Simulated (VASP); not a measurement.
A run of VASP 6.6.1 is set up as follows.

INCAR

```
SYSTEM = Ca3BF
PREC     = Accurate       ! precision mode
ENCUT    = 520            ! plane-wave cutoff, eV
EDIFF    = 1E-7           ! SCF threshold, eV
ISMEAR   = 0              ! smearing method
SIGMA    = 0.1            ! smearing width, eV
LREAL    = .False.        ! projectors in reciprocal space
LASPH    = .True.         ! aspherical terms in the spheres
NELM     = 100            ! most SCF steps
ALGO     = Normal         ! electronic algorithm
ISIF     = 2              ! what is computed and relaxed
LWAVE    = .False.        ! write WAVECAR
LCHARG   = .True.         ! write CHGCAR
GGA      = PE             ! functional
LELF     = .True.         ! ELF
LVHAR    = .True.       
NBANDS   = 28             ! bands
```

KPOINTS

```
Automatic mesh
0
Gamma
  4 4 4
  0 0 0
```

File POSCAR:

```
Ca3BF
1.0
    4.5777038400      0.0000000000      0.0000000000
    0.0000000000      4.5777038400      0.0000000000
    0.0000000000      0.0000000000      4.5777038400
Ca B F
3 1 1
Direct
    0.0000000000      0.5000000000      0.5000000000
    0.5000000000      0.0000000000      0.5000000000
    0.5000000000      0.5000000000      0.0000000000
    0.5000000000      0.5000000000      0.5000000000
    0.0000000000      0.0000000000      0.0000000000
```

Potentials or basis: VASP PAW PBE potentials, release 64 (Ca_sv, B, F).

Launch:

```bash
$ cat potpaw_PBE.64/Ca_sv/POTCAR potpaw_PBE.64/B/POTCAR potpaw_PBE.64/F/POTCAR > POTCAR
$ mpirun -np 1 vasp_std > vasp.out
```

**Question.** What does it give for the band gap on the k mesh?

**Answer.** Zero (band 20 reaches 4.52 eV, above the bottom of band 21 at 4.12 eV).

**Question.** Predict the pressure.

**Answer.** 22.7 GPa.
